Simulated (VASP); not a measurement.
Wanted: the native input for a VASP 6.6.1 run.

```
Task                   : single point
Functional             : LDA
Potentials or basis    : VASP PAW LDA potentials, release 64 (Si)
Cutoff                 : 520 eV
k mesh                 : 10 × 10 × 10
Occupations            : gaussian, width 0.03 eV
Spin                   : no spin polarisation
Dipole correction      : no
Further INCAR settings : ALGO = Fast; EDIFF = 1e-06; NBANDS = 16
```

The structure of Si lies in POSCAR:

```
Si
1.0
   -3.2025289441      3.3337276793      1.9989901956
    3.1225720013     -3.3536545835      1.8951445044
    3.2404085323      3.3915341716     -2.0334616568
Si
4
Direct
    0.2361805886      0.1341245021      0.3235508066
    0.8315995797      0.8089761753      0.6818242419
    0.1929315262      0.9068452257      0.0035770819
    0.7392883056      0.1500540969     -0.0089521304
```

This cell differs from its parent crystal: atoms moved at random and the cell strained at random.

These files were run (other wordings do the same):

INCAR

```
PREC = Accurate
ENCUT = 520
EDIFF = 1E-6
ISMEAR = 0
SIGMA = 0.03
LREAL = False
LASPH = True
NELM = 80
ALGO = Fast
ISIF = 2
LWAVE = False
LCHARG = False
GGA = CA
NBANDS = 16
```

KPOINTS

```
Automatic mesh
0
Gamma
  10 10 10
```

Potentials or basis: VASP PAW LDA potentials, release 64 (Si).

The run is started by

```console
$ cat potpaw_LDA.64/Si/POTCAR > POTCAR
$ mpirun -np 1 vasp_std > vasp.out
```

It gave:

The pressure is 28.3 GPa. The largest force is 24.151 eV/Å. The band gap on the k mesh is zero (bands 8 and 9 overlap by 1.09 eV).

Caveat: the cell differs from its parent crystal (atoms moved at random and the cell strained at random); the stress differs along the axes, from -2 to 65 GPa; forces of over 1 eV/Å act on the atoms, so gaps and moduli don't describe the material at rest.

Wall time 12 min on 1 thread of Oxide Virtual Turin-like Processor, on a shared host, peak memory 0.52 GiB.
